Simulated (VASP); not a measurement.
# WC (P-6m2) in VASP: single point with PBEsol

Aim: the single point of WC with PBEsol.

All numbers are computed with VASP 6.6.1; they aren't measurements. Logs are shortened: lines on timing, memory, paths and dates and some standing lists are left out, and cuts for length are marked.

### Step 1. The cell of the first run

The structure is hexagonal, space group P-6m2 (No. 187). Conventional cell: a = 2.898 Å, b = 2.898 Å, c = 2.828 Å, α = 90.00°, β = 90.00°, γ = 120.00°. Within 2.9 Å of W (site symmetry -6m2) lie 6 C at 2.19 Å and 8 W at 2.83 to 2.90 Å. Within 2.9 Å of C (site symmetry -6m2) lie 6 W at 2.19 Å and 8 C at 2.83 to 2.90 Å.

### Step 2. Single point, PBEsol

POSCAR

```
WC
1.0
    2.8984102021      0.0000000000      0.0000000000
   -1.4492051011      2.5100968656      0.0000000000
    0.0000000000      0.0000000000      2.8277797165
W C
1 1
Direct
    0.0000000000      0.0000000000      0.0000000000
    0.6666666667      0.3333333333      0.5000000000
```

INCAR.step1

```
SYSTEM = WC
PREC = Accurate
ENCUT = 520
EDIFF = 1E-6
ISMEAR = 0
SIGMA = 0.1
LREAL = .FALSE.
LASPH = .TRUE.
NELM = 120
ALGO = Normal
ISIF = 2
LWAVE = .FALSE.
LCHARG = .TRUE.
LMAXMIX = 4
GGA = PS
NBANDS = 16
GGA_COMPAT = .FALSE.
NEDOS = 2001
LORBIT = 11
```

KPOINTS.step1

```
Automatic mesh
0
G
  18 18 14
  0 0 0
```

INCAR.step2

```
SYSTEM = WC
PREC = Accurate
ENCUT = 520
EDIFF = 1E-6
ISMEAR = -5
SIGMA = 0.1
LREAL = .FALSE.
LASPH = .TRUE.
NELM = 120
ALGO = Normal
ISIF = 2
LWAVE = .FALSE.
LCHARG = .FALSE.
LMAXMIX = 4
GGA = PS
LORBIT = 10
NEDOS = 2001
ICHARG = 11
GGA_COMPAT = .FALSE.
```

KPOINTS.step2

```
Automatic mesh
0
G
  27 27 21
  0 0 0
```

Potentials or basis: VASP PAW PBE potentials, release 64 (W_sv, C).

Launch:

```
$ cat potpaw_PBE.64/W_sv/POTCAR potpaw_PBE.64/C/POTCAR > POTCAR
$ cp INCAR.step1 INCAR
$ cp KPOINTS.step1 KPOINTS
$ mpirun -np 1 vasp_std > vasp.out
$ cp INCAR.step2 INCAR
$ cp KPOINTS.step2 KPOINTS
$ mpirun -np 1 vasp_std > vasp.out
```

OUTCAR:

```text
SYSTEM = WC
   PREC = Accurate
   ENCUT = 520
   EDIFF = 1E-6
   ISMEAR = -5
   LREAL = .FALSE.
   LASPH = .TRUE.
   NELM = 120
   ISIF = 2
   GGA = PS
   LORBIT = 10
   ICHARG = 11

 ion  position               nearest neighbor table
   1  0.000  0.000  0.000-   2 2.19   2 2.19   2 2.19   2 2.19   2 2.19   2 2.19
   2  0.667  0.333  0.500-   1 2.19   1 2.19   1 2.19   1 2.19   1 2.19   1 2.19

  LATTYP: Found a hexagonal cell.
 ALAT       =     2.8984102021
 C/A-ratio  =     0.9756313011

  Lattice vectors:

 A1 = (   2.8984102021,   0.0000000000,   0.0000000000)
 A2 = (  -1.4492051011,   2.5100968656,   0.0000000000)
 A3 = (   0.0000000000,   0.0000000000,   2.8277797165)

Analysis of symmetry for initial positions (statically):
=====================================================================
 Subroutine PRICEL returns:
 Original cell was already a primitive cell.

 Routine SETGRP: Setting up the symmetry group for a
 hexagonal supercell.

 Subroutine GETGRP returns: Found 12 space group operations
 (whereof 12 operations were pure point group operations)
 out of a pool of 24 trial point group operations.

The static configuration has the point symmetry D_3h.

Analysis of symmetry for dynamics (positions and initial velocities):
=====================================================================
 Subroutine PRICEL returns:
 Original cell was already a primitive cell.

 Routine SETGRP: Setting up the symmetry group for a
 hexagonal supercell.

 Subroutine GETGRP returns: Found 12 space group operations
 (whereof 12 operations were pure point group operations)
 out of a pool of 24 trial point group operations.

The dynamic configuration has the point symmetry D_3h.

 Subroutine INISYM returns: Found 12 space group operations
 (whereof 12 operations are pure point group operations),
 and found     1 'primitive' translations

----------------------------------------------------------------------------------------

                                     Primitive cell

  volume of cell :      20.5729

  direct lattice vectors                    reciprocal lattice vectors
     2.898410202  0.000000000  0.000000000     0.345016727  0.199195500  0.000000000
    -1.449205101  2.510096866  0.000000000     0.000000000  0.398391000  0.000000000
     0.000000000  0.000000000  2.827779716     0.000000000  0.000000000  0.353634335

  length of vectors
     2.898410202  2.898410202  2.827779716     0.398391000  0.398391000  0.353634335

  position of ions in fractional coordinates (direct lattice)
     0.000000000  0.000000000  0.000000000
[... 99 lines left out ...]
     AMIX     =   0.40;   BMIX     =  1.00
     AMIX_MAG =   1.60;   BMIX_MAG =  1.00
  volume/ion in A,a.u.               =      10.29        69.42
  Fermi-wavevector in a.u.,A,eV,Ry     =   1.565791  2.958915 33.357409  2.451700
  Thomas-Fermi vector in A             =   2.668215
   LORBIT       =     10    0 simple, 1 ext, 2 COOP (PROOUT), +10 PAW based schemes
   GGA     = PS    functional components
   LHFCALC =     F    Hartree Fock is set to
   AEXX    =    0.0000 exact exchange contribution
   IVDW    =     0    specifies the selected vdW correction
   LEPSILON=     F    determine dielectric tensor
   LRPA    =     F    only Hartree local field effects (RPA)
 non-spin polarized calculation
 Fermi weights with tetrahedron method with Bloechl corrections
  energy-cutoff  :      520.00
  volume of cell :       20.57
 maximum number of plane-waves:       577
 NGX is ok and might be reduce to    24

 number of electron      18.0000001 magnetization

 Free energy of the ion-electron system (eV)
  ---------------------------------------------------
  ext. energy  EPLUGINS =         0.00000000
  ---------------------------------------------------
  free energy    TOTEN  =       -23.89958453 eV

  energy without entropy =      -23.89958453  energy(sigma->0) =      -23.89958453

 E-fermi :  11.0383     XC(G=0): -13.9759

 val. band max:       11.0896651520   @ k =   0.3333   0.2222   0.0000
 cond. band min:      11.0357652673   @ k =   0.0741   0.0370   0.3333
 fundamental gap:     -0.0538998847
 Fermi energy:        11.0382910621

 k-point     1 :       0.0000    0.0000    0.0000
  band No.  band energies     occupation
      1     -62.8601      2.00000
      2     -26.8456      2.00000
      3     -26.7413      2.00000
      4     -26.7413      2.00000
      5      -3.4382      2.00000
      6       6.6766      2.00000
      7       7.6878      2.00000
      8       7.6878      2.00000
      9      11.1790     -0.09475
     10      14.3238      0.00000
     11      14.3239      0.00000
     12      16.7618      0.00000
     13      16.7618      0.00000
[... 354 lines left out ...]
  band No.  band energies     occupation
      1     -62.8060      2.00000
      2     -27.4892      2.00000
      3     -26.9233      2.00000
      4     -26.7427      2.00000
      5      -0.5428      2.00000
      6       4.3369      2.00000
      7       7.6804      2.00000
      8       7.6849      2.00000
      9      10.2326      2.00000
     10      13.4450      0.00000
     11      15.0217      0.00000
     12      15.7781      0.00000
     13      17.9403      0.00000

 [... further k-points ...]

------------------------ aborting loop because EDIFF is reached ----------------------------------------

  FORCE on cell =-STRESS in cart. coord.  units (eV):
  Direction    XX          YY          ZZ          XY          YZ          ZX
  --------------------------------------------------------------------------------------
  -------------------------------------------------------------------------------------
  Total        0.1399839      0.1399839      0.1824913     -0.0000000      0.0000000      0.0000000
  in kB       10.9016610     10.9016610     14.2120518     -0.0000000      0.0000000      0.0000000
  external PRESSURE =      12.0051246 kB  Pullay stress =       0.0000000 kB

 VOLUME and BASIS-vectors are now :
 -----------------------------------------------------------------------------
  energy-cutoff  :      520.00
  volume of cell :       20.57
      direct lattice vectors                 reciprocal lattice vectors
     2.898410202  0.000000000  0.000000000     0.345016727  0.199195500  0.000000000
    -1.449205101  2.510096866  0.000000000     0.000000000  0.398391000  0.000000000
     0.000000000  0.000000000  2.827779716     0.000000000  0.000000000  0.353634335

 POSITION                                       TOTAL-FORCE (eV/Angst)
 -----------------------------------------------------------------------------------
      0.00000      0.00000      0.00000        -0.000000      0.000000      0.000000
      1.44921      0.83670      1.41389         0.000000      0.000000      0.000000
 -----------------------------------------------------------------------------------
    total drift:                               -0.000003      0.000002      0.000000

  FREE ENERGIE OF THE ION-ELECTRON SYSTEM (eV)
  ---------------------------------------------------
  free  energy   TOTEN  =       -23.8995845258 eV

  energy  without entropy=      -23.8995845258  energy(sigma->0) =      -23.89958453

 total charge

# of ion       s       p       d       tot
------------------------------------------
    1        2.354   6.435   3.433  12.222
    2        0.849   1.571   0.000   2.420
--------------------------------------------------
tot          3.202   8.006   3.433  14.642
```

OSZICAR.step1:

```text
N       E                     dE             d eps       ncg     rms          rms(c)
DAV:   1     0.107754592868E+03    0.10775E+03   -0.93134E+03  9528   0.125E+03
DAV:   2    -0.236665596630E+02   -0.13142E+03   -0.12703E+03 11264   0.336E+02
DAV:   3    -0.267906386188E+02   -0.31241E+01   -0.31135E+01 10536   0.494E+01
DAV:   4    -0.268066210178E+02   -0.15982E-01   -0.15982E-01 12256   0.396E+00
DAV:   5    -0.268067374315E+02   -0.11641E-03   -0.11641E-03 10592   0.320E-01    0.337E+01
DAV:   6    -0.239991824829E+02    0.28076E+01   -0.52984E+00 11600   0.249E+01    0.939E+00
DAV:   7    -0.239341303356E+02    0.65052E-01   -0.36679E-01 10008   0.469E+00    0.641E+00
DAV:   8    -0.239017049599E+02    0.32425E-01   -0.61602E-02 10768   0.200E+00    0.894E-01
DAV:   9    -0.239008519395E+02    0.85302E-03   -0.26668E-03 10432   0.392E-01    0.144E-01
DAV:  10    -0.239006938688E+02    0.15807E-03   -0.27164E-04 11792   0.196E-01    0.423E-02
DAV:  11    -0.239006934338E+02    0.43498E-06   -0.98046E-06 10632   0.318E-02
   1 F= -.23900693E+02 E0= -.23900061E+02  d E =-.126481E-02
```

It took 3.4 min on 1 thread of Intel Xeon 8259CL, shared host; peak memory 0.37 GiB.

What came out:

```yaml
Valence_electrons_inside_the_program's_atomic_spheres: W 12.22; C 2.42
```

Levels at points of the mesh, in eV from the Fermi level:
| k point | band 6 | band 7 | band 8 | band 9 | band 10 | band 11 | band 12 | band 13 |
| --- | --- | --- | --- | --- | --- | --- | --- | --- |
| (0.00, 0.00, 0.00) | -4.36 | -3.35 | -3.35 | 0.14 | 3.29 | 3.29 | 5.72 | 5.72 |

Caveat: the PAW data sets were made with another functional, which shifts forces and pressure a little; spin-orbit coupling is left out, which moves the levels of the heavy elements; tetrahedron occupations give inexact forces and stress in metals.
